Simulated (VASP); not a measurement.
Crystal: ZnGe3.

```
CELL_PARAMETERS angstrom
4.22236 0.00000 0.00000
0.00000 4.22236 0.00000
0.00000 0.00000 4.22236
ATOMIC_POSITIONS crystal
Zn 0.00000 0.00000 0.00000
Ge 0.00000 0.50000 0.50000
Ge 0.50000 0.00000 0.50000
Ge 0.50000 0.50000 0.00000
```

Base run:

```yaml
Program: VASP 6.6.1
Functional: RPBE
Potentials_or_basis: VASP PAW PBE potentials, release 64 (Zn, Ge_d)
Cutoff: 500 eV
k_mesh: 7 × 7 × 7
Occupations: methfessel-paxton, width 0.15 eV
Spin: no spin polarisation
```

Its results: band gap on the k mesh zero (bands 27 and 28 overlap by 3.21 eV); pressure 1.3 GPa.

Problem. The run is repeated on the same cell with these changes: functional from RPBE to BLYP. What comes out?

Solution. Band gap on the k mesh zero (bands 27 and 28 overlap by 3.25 eV); pressure 5.7 GPa.

Caveats: the PAW data sets were made with another functional, which shifts forces and pressure a little; the cell stands under pressure (at least some runs).
